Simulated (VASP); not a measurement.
The system is AgBr.

```
Ag Br
1.0
     0.00000    2.92166    2.92166
     2.92166    0.00000    2.92166
     2.92166    2.92166    0.00000
Ag Br
1 1
Direct
  0.00000 0.00000 0.00000
  0.50000 0.50000 0.50000
```

Base run:

```yaml
Program: VASP 6.6.1
Functional: r2SCAN
Potentials_or_basis: VASP PAW PBE potentials, release 64 (Ag, Br)
Cutoff: 550 eV
k_mesh: 8 × 8 × 8
Occupations: gaussian, width 0.02 eV
Spin: no spin polarisation
```

Its results: band gap on the k mesh 1.25 eV, indirect (least direct gap 3.08 eV); pressure -1.3 GPa.

The run is repeated on the same cell with these changes: functional from r2SCAN to PBEsol; cutoff from 550 eV to 500 eV. What comes out?

Band gap on the k mesh 0.52 eV, indirect (least direct gap 2.28 eV); pressure -3.7 GPa.

r2SCAN gives the wider gap, since meta-GGAs in the generalised Kohn-Sham scheme recover part of the derivative discontinuity.

Caveats: the PAW data sets were made with another functional, which shifts forces and pressure a little.

A k mesh can miss the band edges.
